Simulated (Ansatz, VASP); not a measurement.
## AlN: VASP beside Ansatz

```
Al N
1.0
     0.00002    0.00002    3.12497
     5.32615   -0.00006    0.00005
    -0.00006    5.32609    0.00008
Al N
4 4
Direct
  0.99999 0.67706 0.67706
  0.50000 0.17706 0.82294
  0.50000 0.82294 0.17706
  0.00000 0.32293 0.32295
  0.49999 0.81526 0.81523
  0.50001 0.18474 0.18476
  0.00000 0.68474 0.31523
  0.00000 0.31526 0.68477
```

Change from the starting cell: cell x1, atoms moved at random (sigma 0.1 Å) and cell strained at random (1.5 %), then relaxed without symmetry.

Alike in both runs: functional PBE; k mesh 4 × 4 × 4; occupations gaussian, width 0.1 eV; no spin polarisation.

Ansatz relaxed the structure, and its values are those at the end. VASP's run is a single point on that final structure, the one shown.

```csv
,VASP,Ansatz
version,VASP 6.6.1,Ansatz 0.2.0
potentials or method,"VASP PAW PBE potentials, release 64 (Al, N), cutoff 520 eV","scalar-relativistic, plane waves, PAW"
valence electrons in the cell,32,32
```

```tsv
	VASP	Ansatz	Ansatz less VASP
gap on the k mesh at the Fermi level (eV)	3.74	3.73	-0.008
least direct gap on the mesh (eV)	3.74	3.73	-0.008
pressure (GPa)	-0.3	0.0	+0.28
```

The k mesh is coarse, so the values compare programs but aren't converged.
